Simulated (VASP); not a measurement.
# Ca3BF (Pm-3m) in VASP: further runs, part 2 of 2

VASP 6.6.1. Earlier steps stand in the parts before.

### Step 5. Single point, PBE

Contents of INCAR:

```
SYSTEM = Ca3BF
ALGO = Normal
EDIFF = 1E-6
ENCUT = 520
GGA = PE
ISIF = 2
ISMEAR = 0
LASPH = .True.
LCHARG = .False.
LREAL = .False.
LWAVE = .False.
NBANDS = 28
NELM = 100
PREC = Accurate
SIGMA = 0.1
```

Contents of KPOINTS:

```
k-points
0
Gamma
  4 4 4
  0 0 0
```

Contents of POSCAR:

```
Ca3BF
1.0
    5.2358803852      0.0000000000      0.0000000000
    0.0000000000      5.2358803852      0.0000000000
    0.0000000000      0.0000000000      5.2358803852
Ca B F
3 1 1
Direct
    0.0000000000      0.5000000000      0.5000000000
    0.5000000000      0.0000000000      0.5000000000
    0.5000000000      0.5000000000      0.0000000000
    0.5000000000      0.5000000000      0.5000000000
    0.0000000000      0.0000000000      0.0000000000
```

Potentials or basis: VASP PAW PBE potentials, release 64 (Ca_sv, B, F).

The run is started by

```bash
> cat potpaw_PBE.64/Ca_sv/POTCAR potpaw_PBE.64/B/POTCAR potpaw_PBE.64/F/POTCAR > POTCAR
> mpirun -np 1 vasp_std > vasp.out
```

OUTCAR:

```text
SYSTEM = Ca3BF
   EDIFF = 1E-6
   ENCUT = 520
   GGA = PE
   ISIF = 2
   ISMEAR = 0
   LASPH = .True.
   LREAL = .False.
   NELM = 100
   PREC = Accurate

 ion  position               nearest neighbor table
   1  0.000  0.500  0.500-   4 2.62   4 2.62
   2  0.500  0.000  0.500-   4 2.62   4 2.62
   3  0.500  0.500  0.000-   4 2.62   4 2.62
   4  0.500  0.500  0.500-   1 2.62   2 2.62   3 2.62   3 2.62   2 2.62   1 2.62
   5  0.000  0.000  0.000-

  LATTYP: Found a simple cubic cell.
 ALAT       =     5.2358803852

  Lattice vectors:

 A1 = (   5.2358803852,   0.0000000000,   0.0000000000)
 A2 = (   0.0000000000,   5.2358803852,   0.0000000000)
 A3 = (   0.0000000000,   0.0000000000,   5.2358803852)

Analysis of symmetry for initial positions (statically):
=====================================================================
 Subroutine PRICEL returns:
 Original cell was already a primitive cell.

 Routine SETGRP: Setting up the symmetry group for a
 simple cubic supercell.

 Subroutine GETGRP returns: Found 48 space group operations
 (whereof 48 operations were pure point group operations)
 out of a pool of 48 trial point group operations.

The static configuration has the point symmetry O_h .

Analysis of symmetry for dynamics (positions and initial velocities):
=====================================================================
 Subroutine PRICEL returns:
 Original cell was already a primitive cell.

 Routine SETGRP: Setting up the symmetry group for a
 simple cubic supercell.

 Subroutine GETGRP returns: Found 48 space group operations
 (whereof 48 operations were pure point group operations)
 out of a pool of 48 trial point group operations.

The dynamic configuration has the point symmetry O_h .

 Subroutine INISYM returns: Found 48 space group operations
 (whereof 48 operations are pure point group operations),
 and found     1 'primitive' translations

----------------------------------------------------------------------------------------

                                     Primitive cell

  volume of cell :     143.5387

  direct lattice vectors                    reciprocal lattice vectors
     5.235880385  0.000000000  0.000000000     0.190989848  0.000000000  0.000000000
     0.000000000  5.235880385  0.000000000     0.000000000  0.190989848  0.000000000
     0.000000000  0.000000000  5.235880385     0.000000000  0.000000000  0.190989848

  length of vectors
     5.235880385  5.235880385  5.235880385     0.190989848  0.190989848  0.190989848

  position of ions in fractional coordinates (direct lattice)
     0.000000000  0.500000000  0.500000000
     0.500000000  0.000000000  0.500000000
     0.500000000  0.500000000  0.000000000
     0.500000000  0.500000000  0.500000000
     0.000000000  0.000000000  0.000000000

  ion indices of the primitive-cell ions
   primitive index   ion index
                 1           1
                 2           2
                 3           3
                 4           4
                 5           5

[... 21 lines left out ...]
 Subroutine IBZKPT returns following result:
 ===========================================

 Found     10 irreducible k-points:

 Following reciprocal coordinates:
            Coordinates               Weight
  0.000000  0.000000  0.000000      1.000000
  0.250000  0.000000  0.000000      6.000000
  0.500000  0.000000  0.000000      3.000000
  0.250000  0.250000  0.000000     12.000000
  0.500000  0.250000  0.000000     12.000000
  0.500000  0.500000  0.000000      3.000000
  0.250000  0.250000  0.250000      8.000000
  0.500000  0.250000  0.250000     12.000000
  0.500000  0.500000  0.250000      6.000000
  0.500000  0.500000  0.500000      1.000000
   k-points           NKPTS =     10   k-points in BZ     NKDIM =     10   number of bands    NBANDS=     28
   number of dos      NEDOS =    301   number of ions     NIONS =      5
   total plane-waves  NPLWV =  64000
   dimension x,y,z NGX =    40 NGY =   40 NGZ =   40
   dimension x,y,z NGXF=    80 NGYF=   80 NGZF=   80
   ions per type =               3   1   1
   NGX,Y,Z   is equivalent  to a cutoff of  12.70, 12.70, 12.70 a.u.
   NGXF,Y,Z  is equivalent  to a cutoff of  25.40, 25.40, 25.40 a.u.
 SYSTEM =  Ca3BF
   PREC   = accura    normal or accurate (medium, high low for compatibility)
   ISTART =      0    job   : 0-new  1-cont  2-samecut
   ICHARG =      2    charge: 1-file 2-atom 10-const
   ISPIN  =      1    spin polarized calculation?
   LNONCOLLINEAR =      F non collinear calculations
   LSORBIT =      F    spin-orbit coupling
   LASPH  =      T    aspherical Exc in radial PAW
   ENCUT  =  520.0 eV  38.22 Ry    6.18 a.u.   9.74  9.74  9.74*2*pi/ulx,y,z
   NELM   =    100;   NELMIN=  2; NELMDL= -5     # of ELM steps
   EDIFF  = 0.1E-05   stopping-criterion for ELM
   LREAL  =      F    real-space projection
   EDIFFG = 0.1E-04   stopping-criterion for IOM
   NSW    =      0    number of steps for IOM
   IBRION =     -1    ionic relax: 0-MD 1-quasi-New 2-CG
   NFREE  =      0    steps in history (QN), initial steepest desc. (CG)
   ISIF   =      2    stress and relaxation
   ISYM   =      2    0-nonsym 1-usesym 2-fastsym
   POTIM  = 0.5000    time-step for ionic-motion
   TEBEG  =    0.0;   TEEND  =   0.0 temperature during run
   PSTRESS=    0.0 pullay stress
   NELECT =      40.0000    total number of electrons
   NUPDOWN=      -1.0000    fix difference up-down
   EMIN   =  10.00;   EMAX   =-10.00  energy-range for DOS
   EFERMI =   0.00;   METHOD = LEGACY
   ISMEAR =     0;   SIGMA  =   0.10  broadening in eV -4-tet -1-fermi 0-gaus
   EFERMI_NEDOS =   21; number of points for ismear=-14 and -15
   IALGO  =     38    algorithm
   IMIX   =      4    mixing-type and parameters
     AMIX     =   0.40;   BMIX     =  1.00
     AMIX_MAG =   1.60;   BMIX_MAG =  1.00
  volume/ion in A,a.u.               =      28.71       193.73
  Fermi-wavevector in a.u.,A,eV,Ry     =   1.069314  2.020710 15.557333  1.143432
  Thomas-Fermi vector in A             =   2.204989
   LORBIT       =      0    0 simple, 1 ext, 2 COOP (PROOUT), +10 PAW based schemes
   GGA     = PE    functional components
   LHFCALC =     F    Hartree Fock is set to
   AEXX    =    0.0000 exact exchange contribution
   IVDW    =     0    specifies the selected vdW correction
   LEPSILON=     F    determine dielectric tensor
   LRPA    =     F    only Hartree local field effects (RPA)
 non-spin polarized calculation
 Gauss-broadening in eV      SIGMA  =   0.10
  energy-cutoff  :      520.00
  volume of cell :      143.54
 maximum number of plane-waves:      3912
 NGX is ok and might be reduce to    40
   NGX = 19   NGY = 19   NGZ = 19

 number of electron      39.9999997 magnetization

 Free energy of the ion-electron system (eV)
  ---------------------------------------------------
  ext. energy  EPLUGINS =         0.00000000
  ---------------------------------------------------
  free energy    TOTEN  =       -16.42832554 eV

  energy without entropy =      -16.41297163  energy(sigma->0) =      -16.42064859

 E-fermi :   1.9399     XC(G=0):  -7.7841

 val. band max:        1.9274833212   @ k =   0.2500   0.0000   0.0000
 cond. band min:       2.0304471507   @ k =   0.2500   0.2500   0.0000
 fundamental gap:      0.1029638294
 Fermi energy:         1.9398690679

 k-point     1 :       0.0000    0.0000    0.0000
  band No.  band energies     occupation
      1     -39.6480      2.00000
      2     -39.6185      2.00000
      3     -39.6185      2.00000
      4     -20.7956      2.00000
      5     -20.7956      2.00000
      6     -20.7956      2.00000
[... 299 lines left out ...]
     27       4.3070      0.00000
     28       4.4456      0.00000

------------------------ aborting loop because EDIFF is reached ----------------------------------------

  FORCE on cell =-STRESS in cart. coord.  units (eV):
  Direction    XX          YY          ZZ          XY          YZ          ZX
  --------------------------------------------------------------------------------------
  -------------------------------------------------------------------------------------
  Total       -0.0122287     -0.0122287     -0.0122287     -0.0000000     -0.0000000      0.0000000
  in kB       -0.1364968     -0.1364968     -0.1364968     -0.0000000     -0.0000000      0.0000000
  external PRESSURE =      -0.1364968 kB  Pullay stress =       0.0000000 kB

 VOLUME and BASIS-vectors are now :
 -----------------------------------------------------------------------------
  energy-cutoff  :      520.00
  volume of cell :      143.54
      direct lattice vectors                 reciprocal lattice vectors
     5.235880385  0.000000000  0.000000000     0.190989848  0.000000000  0.000000000
     0.000000000  5.235880385  0.000000000     0.000000000  0.190989848  0.000000000
     0.000000000  0.000000000  5.235880385     0.000000000  0.000000000  0.190989848

 POSITION                                       TOTAL-FORCE (eV/Angst)
 -----------------------------------------------------------------------------------
      0.00000      2.61794      2.61794         0.000000      0.000000      0.000000
      2.61794      0.00000      2.61794         0.000000      0.000000      0.000000
      2.61794      2.61794      0.00000         0.000000      0.000000      0.000000
      2.61794      2.61794      2.61794         0.000000      0.000000      0.000000
      0.00000      0.00000      0.00000         0.000000      0.000000      0.000000
 -----------------------------------------------------------------------------------
    total drift:                                0.000000     -0.000000     -0.000000

  FREE ENERGIE OF THE ION-ELECTRON SYSTEM (eV)
  ---------------------------------------------------
  free  energy   TOTEN  =       -16.4283255409 eV

  energy  without entropy=      -16.4129716330  energy(sigma->0) =      -16.42064859
```

stdout:

```text
POSCAR found type information on POSCAR CaB F
 POSCAR found :  3 types and       5 ions
 scaLAPACK will be used
 LDA part: xc-table for (Slater+PW92), standard interpolation
 POSCAR, INCAR and KPOINTS ok, starting setup
 FFT: planning ... GRIDC
 FFT: planning ... GRID_SOFT
 FFT: planning ... GRID
 WAVECAR not read
 entering main loop
```

Wall time 49 s (1 thread of AMD EPYC 7R43 (Zen 3), shared host); peak memory 0.22 GiB.

What came out:

```yaml
Free_energy: -16.4283 eV
Pressure: 0.0 GPa
Band_gap_on_the_k_mesh: zero (band 20 reaches 2.20 eV, above the bottom of band 21 at 1.93 eV)
```

### Step 6. Relaxation of cell and atoms, PBE

This run uses another cell than the first one, of 19.19 Å³/atom, 0.668 times its volume.

Contents of INCAR:

```
PREC = Accurate ; ENCUT = 600
EDIFF = 1E-6 ; ISMEAR = 0
SIGMA = 0.1 ; LREAL = False
LASPH = True ; NELM = 100
ALGO = Normal ; ISIF = 3
LWAVE = False ; LCHARG = False
GGA = PE ; IBRION = 2
NSW = 90 ; EDIFFG = -0.04
```

Contents of KPOINTS:

```
regular mesh
0
Gamma
  4 4 4
```

Changes to POSCAR since step 5:

```diff
@@ -2,5 +2,5 @@
 1.0
-    5.2358803852      0.0000000000      0.0000000000
-    0.0000000000      5.2358803852      0.0000000000
-    0.0000000000      0.0000000000      5.2358803852
+    4.5777038400      0.0000000000      0.0000000000
+    0.0000000000      4.5777038400      0.0000000000
+    0.0000000000      0.0000000000      4.5777038400
 Ca B F
```

Potentials or basis: VASP PAW PBE potentials, release 64 (Ca_sv, B, F).

The run is started by

```bash
> cat potpaw_PBE.64/Ca_sv/POTCAR potpaw_PBE.64/B/POTCAR potpaw_PBE.64/F/POTCAR > POTCAR
> mpirun -np 1 vasp_std > vasp.out
```

Run time: 2.3 min. Hardware: 1 thread of AMD EPYC 7R43 (Zen 3), shared host; peak memory 0.22 GiB.

Results (log left out):

- Free energy: -16.3908 eV
- Relaxed volume: 28.48 Å³/atom
- Relaxed cell: a = 5.222 Å, b = 5.222 Å, c = 5.222 Å, α = 90.00°, β = 90.00°, γ = 90.00°
- Space group after relaxing (to 0.05 Å): Pm-3m (No. 221)
- Energy gained by relaxing: 498.4 meV/atom
- Ionic steps: 4
- Pressure after relaxing: 0.0 GPa
- Band gap on the k mesh: zero (band 20 reaches 2.25 eV, above the bottom of band 21 at 1.97 eV)

Step by step:
```tsv
step	energy change (eV)	largest force (eV/Å)	pressure (GPa)	volume (Å³)
1	0.0000	0.0000	22.68	95.93
2	-2.4828	0.0000	0.83	138.80
3	-2.4909	0.0000	-0.26	143.57
4	-2.4919	0.0000	-0.01	142.39
```

Final structure:
```xyz
5
Lattice="5.2219 0.0000 0.0000 0.0000 5.2219 0.0000 0.0000 0.0000 5.2219" Properties=species:S:1:pos:R:3 pbc="T T T"
Ca    0.0000    2.6110    2.6110
Ca    2.6110    0.0000    2.6110
Ca    2.6110    2.6110    0.0000
B     2.6110    2.6110    2.6110
F     0.0000    0.0000    0.0000
```

Levels at points of the mesh, in eV from the Fermi level:
```
           k point  band 16  band 17  band 18  band 19  band 20  band 21  band 22  band 23  band 24
(0.00, 0.00, 0.00)    -3.80    -3.80    -1.31     0.27     0.27     0.27     0.58     0.58     1.15
(0.50, 0.00, 0.00)    -3.81    -3.81    -1.94    -0.19    -0.19     0.24     0.78     1.42     1.50
(0.50, 0.50, 0.00)    -3.99    -3.81    -1.64    -1.64    -0.51     0.61     1.38     1.38     2.07
(0.50, 0.50, 0.50)    -3.89    -3.89    -1.90    -1.90    -1.90     0.91     1.85     1.85     1.85
```

Caveat: the volume moved by over 15 % at a fixed basis, so the end points are rough.

### Step 7. The runs side by side

```tsv
task	cell	k mesh	cutoff (eV)	gap on the mesh (eV)	pressure (GPa)	relaxed volume (Å³/atom)
single point	a = 5.236 Å, 5 atoms	8 × 8 × 8	520	none	0.1	-
relaxation of cell and atoms	relaxed from a = 5.236 Å, 5 atoms	8 × 8 × 8	600	none	0.0	28.75
single point	a = 4.578 Å, 5 atoms	4 × 4 × 4	520	none	22.7	-
single point	a = 5.236 Å, 5 atoms	4 × 4 × 4	520	none	0.0	-
relaxation of cell and atoms	relaxed from a = 4.578 Å, 5 atoms	4 × 4 × 4	600	none	0.0	28.48
```

Alike in all rows: level PBE; potentials or basis VASP PAW PBE potentials, release 64 (Ca_sv, B, F); no spin polarisation; smearing gaussian 0.1 eV.

Caveats: the volume moved by over 15 % at a fixed basis, so the end points are rough (some runs).

Absolute energies hang on the potentials; compare differences alone.
